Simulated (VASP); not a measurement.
A run of VASP 6.6.1:

Contents of INCAR:

```
SYSTEM = Ta4O
  ALGO = Normal
  EDIFF = 1E-6
  ENCUT = 520
  GGA = PE
  ISIF = 2
  ISMEAR = 0
  LASPH = .True.
  LCHARG = .False.
  LREAL = .False.
  LWAVE = .False.
  NBANDS = 33
  NELM = 80
  PREC = Accurate
  SIGMA = 0.1
```

File KPOINTS:

```
k-points
0
Gamma
  6 6 4
  0 0 0
```

POSCAR

```
Ta4O
1.0
    5.6795611251      0.0000000000      0.0000000000
   -2.8397805625      4.9186442166      0.0000000000
    0.0000000000      0.0000000000      3.8206828872
Ta O
4 1
Direct
    0.5000230245      0.0000000000      0.5000000000
    0.0000000000      0.5000230245      0.5000000000
    0.4999769755      0.4999769755      0.5000000000
    0.0000000000      0.0000000000      0.5000000000
    0.0000000000      0.0000000000      0.0000000000
```

Potentials or basis: VASP PAW PBE potentials, release 64 (Ta_pv, O).

The run is started by

```console
$ cat potpaw_PBE.64/Ta_pv/POTCAR potpaw_PBE.64/O/POTCAR > POTCAR
$ mpirun -np 1 vasp_std > vasp.out
```

Hardware: 1 thread of Intel(R) Xeon(R) Platinum 8259CL CPU @ 2.50GHz (Skylake/Cascade Lake), on a shared host.

Task: How long does it take, and how much memory?

Result: Run time: 64 s on 1 thread of Intel(R) Xeon(R) Platinum 8259CL CPU @ 2.50GHz (Skylake/Cascade Lake), on a shared host, peak memory 0.24 GiB. Counts: scf iterations 14, k points 21.
